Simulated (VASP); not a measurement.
Crystal: Pt.

```
Pt
1.0
     0.00000    1.96090    1.96090
     1.96090    0.00000    1.96090
     1.96090    1.96090    0.00000
Pt
1
Direct
  0.00000 0.00000 0.00000
```

Base run:

* Program: VASP 6.6.1
* Functional: PBE
* Potentials or basis: VASP PAW PBE potentials, release 64 (Pt)
* Cutoff: 520 eV
* k mesh: 8 × 8 × 8
* Occupations: fermi-dirac, width 0.04 eV
* Spin: no spin polarisation

Its results: band gap on the k mesh zero (band 5 reaches 11.72 eV, above the bottom of band 6 at 9.50 eV); pressure 8.9 GPa.

**Question.** The run is repeated on the same cell with these changes: k mesh from 8 × 8 × 8 to 5 × 5 × 5; occupations from fermi-dirac, width 0.04 eV to fermi-dirac, width 0.05 eV. What comes out?

**Answer.** Band gap on the k mesh zero (band 5 reaches 11.34 eV, above the bottom of band 6 at 9.59 eV); pressure 14.7 GPa.

Caveats: some runs use coarse meshes; spin-orbit coupling is left out, which moves the levels of the heavy elements.
